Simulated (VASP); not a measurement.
A run of VASP 6.6.1 is set up as follows.

Contents of INCAR:

```
PREC     = Accurate       # precision mode
ENCUT    = 500            # plane-wave cutoff, eV
EDIFF    = 1E-6           # SCF threshold, eV
ISMEAR   = -1             # smearing method
SIGMA    = 0.02           # smearing width, eV
LREAL    = F              # projectors in reciprocal space
LASPH    = T              # aspherical terms in the spheres
NELM     = 200            # most SCF steps
ALGO     = Normal         # electronic algorithm
ISIF     = 2              # what is computed and relaxed
LWAVE    = F              # write WAVECAR
LCHARG   = F              # write CHGCAR
ISPIN    = 2              # spin polarisation
MAGMOM   = 0 0            # initial moments
LORBIT   = 11             # projections on sites
GGA      = PE             # functional
NBANDS   = 21             # bands
GGA_COMPAT= F
```

Contents of KPOINTS:

```
Automatic mesh
0
Gamma
  6 6 6
```

File POSCAR:

```
SnTe
1.0
    0.0000000000      3.1893303407      3.1893303407
    3.1893303407      0.0000000000      3.1893303407
    3.1893303407      3.1893303407      0.0000000000
Sn Te
1 1
Direct
    0.0000000000      0.0000000000      0.0000000000
    0.5000000000      0.5000000000      0.5000000000
```

Potentials or basis: VASP PAW PBE potentials, release 64 (Sn_d, Te).

Launch:

```bash
$ cat potpaw_PBE.64/Sn_d/POTCAR potpaw_PBE.64/Te/POTCAR > POTCAR
$ mpirun -np 1 vasp_std > vasp.out
```

Task: Estimate the net moment.

Result: 0.00 μB per cell.

Task: What does it give for the band gap on the k mesh?

Result: 0.01 eV, direct.

Task: What does it give for the pressure?

Result: 0.6 GPa.

Caveat: spin-orbit coupling is left out, which moves the levels of the heavy elements. A k mesh can miss the band edges.
